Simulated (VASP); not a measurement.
A run of VASP 6.6.1:

The input POSCAR:

```
KTaO3
1.0
    4.1497363471      0.0000000000      0.0000000000
    0.0000000000      4.1497363471      0.0000000000
    0.0000000000      0.0000000000      4.1497363471
K Ta O
1 1 3
Direct
    0.0000000000      0.0000000000      0.0000000000
    0.5000000000      0.5000000000      0.5000000000
    0.5000000000      0.5000000000      0.0000000000
    0.5000000000      0.0000000000      0.5000000000
    0.0000000000      0.5000000000      0.5000000000
```

Contents of INCAR.step1:

```
  ALGO = Normal
  EDIFF = 1E-4
  ENCUT = 520
  GGA = PE
  ISMEAR = 0
  LASPH = True
  LCHARG = False
  LREAL = False
  LWAVE = True
  NBANDS = 27
  NELM = 60
  PREC = Accurate
  SIGMA = 0.01
```

File INCAR.step2:

```
  ALGO = Normal
  EDIFF = 1E-7
  ENCUT = 520
  ISIF = 2
  ISMEAR = 0
  ISTART = 1
  LASPH = True
  LCHARG = True
  LELF = True
  LMIXTAU = True
  LREAL = False
  LVHAR = True
  LWAVE = False
  METAGGA = R2SCAN
  NBANDS = 27
  NELM = 60
  PREC = Accurate
  SIGMA = 0.01
```

The input KPOINTS:

```
k-points
0
Gamma
  6 6 6
```

Potentials or basis: VASP PAW PBE potentials, release 64 (K_sv, Ta_pv, O).

Launch:

```bash
$ cat potpaw_PBE.64/K_sv/POTCAR potpaw_PBE.64/Ta_pv/POTCAR potpaw_PBE.64/O/POTCAR > POTCAR
$ cp INCAR.step1 INCAR
$ mpirun -np 1 vasp_std > vasp.out
$ cp INCAR.step2 INCAR
$ mpirun -np 1 vasp_std > vasp.out
```

Hardware: 1 thread of AMD EPYC 9R45 96-Core Processor (Zen 5), on a shared host.

Task: Estimate the wall time of this run.

Result: Run time: 81 s on 1 thread of AMD EPYC 9R45 96-Core Processor (Zen 5), with other jobs on the host, peak memory 0.18 GiB. Counts: k points 20.
